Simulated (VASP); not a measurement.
## HfC: single point with PBEsol+U

The system is HfC.

```xyz
2
Lattice="0.0000 2.3250 2.3250 2.3250 0.0000 2.3250 2.3250 2.3250 0.0000" Properties=species:S:1:pos:R:3 pbc="T T T"
Hf    2.3250    2.3250    2.3250
C     0.0000    0.0000    0.0000
```

```yaml
Program: VASP 6.6.1
Task: single point
Functional: PBEsol
Potentials_or_basis: VASP PAW PBE potentials, release 64 (Hf_pv, C)
Cutoff: 520 eV
k_mesh: 10 × 10 × 10
Occupations: fermi-dirac, width 0.05 eV
Spin: no spin polarisation
Hubbard_terms: Hf d U = 2.0 eV
```

| Item | Value |
| --- | --- |
| Pressure | 0.2 GPa |
| Band gap on the k mesh | zero (band 7 reaches 7.01 eV, above the bottom of band 8 at 5.62 eV) |

Levels at points of the mesh, in eV from the Fermi level:
```
           k point  band 4  band 5  band 6  band 7  band 8  band 9  band 10  band 11
(0.00, 0.00, 0.00)  -12.49    0.90    0.90    0.90    1.54    1.54     1.54     3.43
(0.50, 0.00, 0.00)   -8.64   -6.30   -2.99   -2.99    5.54    5.54     5.89     6.24
(0.50, 0.50, 0.00)  -10.42   -2.81   -1.71   -0.24   -0.24    5.38     7.02     7.02
```

Eigenvalues of the final occupation matrices:
| site | spin | trace | eigenvalues |
| --- | --- | --- | --- |
| site 1 d | 1 | 0.82 | 0.12 0.12 0.12 0.24 0.24 |
| site 1 d | 2 | 0.82 | 0.12 0.12 0.12 0.24 0.24 |

Wall time 5.2 s on 1 thread of Intel(R) Xeon(R) 6975P-C (Granite Rapids), with other jobs on the host, peak memory 0.14 GiB.

Caveat: the PAW data sets were made with another functional, which shifts forces and pressure a little; spin-orbit coupling is left out, which moves the levels of the heavy elements; U without spin polarisation on a metal has little footing; the U is typed as a test and isn't derived for this compound.
